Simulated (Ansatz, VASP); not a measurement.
# Two plane-wave programs on Pd

INCAR

```
SYSTEM = Pd
PREC     = Accurate       ! precision mode
ENCUT    = 520            ! plane-wave cutoff, eV
EDIFF    = 1E-6           ! SCF threshold, eV
ISMEAR   = -1             ! smearing method
SIGMA    = 0.1            ! smearing width, eV
LREAL    = .FALSE.        ! projectors in reciprocal space
LASPH    = .TRUE.         ! aspherical terms in the spheres
NELM     = 80             ! most SCF steps
ALGO     = Normal         ! electronic algorithm
ISIF     = 2              ! what is computed and relaxed
LWAVE    = .FALSE.        ! write WAVECAR
LCHARG   = .FALSE.        ! write CHGCAR
GGA      = PE             ! functional
NBANDS   = 22             ! bands
```

The input KPOINTS:

```
regular mesh
0
G
  9 9 12
  0 0 0
```

File POSCAR:

```
Pd
1.0
    4.0938280544      0.0000000000      0.0000000000
   -2.0469140272      3.5453590939      0.0000000000
    0.0000000000      0.0000000000      2.4336342342
Pd
3
Direct
    0.0000000000      0.0000000000      0.0000000000
    0.3333333333      0.6666666667      0.5000000000
    0.6666666667      0.3333333333      0.5000000000
```

Input for Ansatz:

```yaml
crystal:
  lattice:
    - [4.0938280544, 0.0, 0.0]
    - [-2.0469140272, 3.5453590939, 0.0]
    - [0.0, 0.0, 2.4336342342]
  atoms:
    - { symbol: Pd, position: [0.0, 0.0, 0.0] }
    - { symbol: Pd, position: [0.3333333333, 0.6666666667, 0.5] }
    - { symbol: Pd, position: [0.6666666667, 0.3333333333, 0.5] }
kpoints:
  mp_grid: { grid: [9, 9, 12] }
scf:
  occupations: { method: fermi_dirac, width: 0.1 }
hamiltonian:
  xc: pbe
  pseudopotentials: { kind: paw }
output:
  forces: true
  stress: true
  eigenvalues: true
  populations: true
```

Change from the starting cell: volume scaled by 0.75, PAW files.

Alike in both runs: task single point; functional PBE; k mesh 9 × 9 × 12; occupations fermi-dirac, width 0.1 eV; no spin polarisation.

|  | VASP | Ansatz |
| --- | --- | --- |
| version | VASP 6.6.1 | Ansatz 0.2.0 |
| potentials or method | VASP PAW PBE potentials, release 64 (Pd) | PAW with Ansatz's default frozen-core files, scalar-relativistic |
| plane-wave cutoff (eV) | 520 | 420 |
| valence electrons in the cell | 30 | 54 |

VASP gave:

| Item | Value |
| --- | --- |
| pressure (GPa) | 97.9 |
| traceless stress, the component that is largest in VASP (GPa) | 0.19 |

Question: Estimate Ansatz's values.

Answer: Pressure (GPa): 98.8; traceless stress, the component that is largest in VASP (GPa): 0.08.

Both programs put the cell under a high pressure, so it lies far from rest at this level. VASP's potentials hold 30 valence electrons a cell and Ansatz's 54, so a difference there can come from the potentials and not from the codes.

Noted on VASP's run: the cell as given lies far from equilibrium.
